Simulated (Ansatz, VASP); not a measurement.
One calculation of C, two programs

```xyz
2
Lattice="1.2346 0.7128 3.6710 -1.2346 0.7128 3.6710 0.0000 -1.4256 3.6710" Properties=species:S:1:pos:R:3 pbc="T T T"
C     0.0000    0.0000    9.1778
C     0.0000    0.0000    1.8350
```

Alike in both runs: task single point; functional PBE; dispersion D3(BJ); k mesh 12 × 12 × 12; occupations gaussian, width 0.02 eV; collinear spin.

|  | VASP | Ansatz |
| --- | --- | --- |
| version | VASP 6.6.1 | Ansatz 0.2.0 |
| potentials or method | VASP PAW PBE potentials, release 64 (C), cutoff 520 eV | scalar-relativistic, plane waves, PAW |
| valence electrons in the cell | 8 | 8 |

```tsv
	VASP	Ansatz	Ansatz less VASP
gap on the k mesh at the Fermi level (eV)	0.38	0.38	0.000
pressure (GPa)	-1.4	-1.8	-0.40
traceless stress, the component that is largest in VASP (GPa)	-0.48	0.00	+0.486
net moment per atom (μB)	0.00	0.00	0.000
```

Ansatz's warnings: seeded moment not kept.
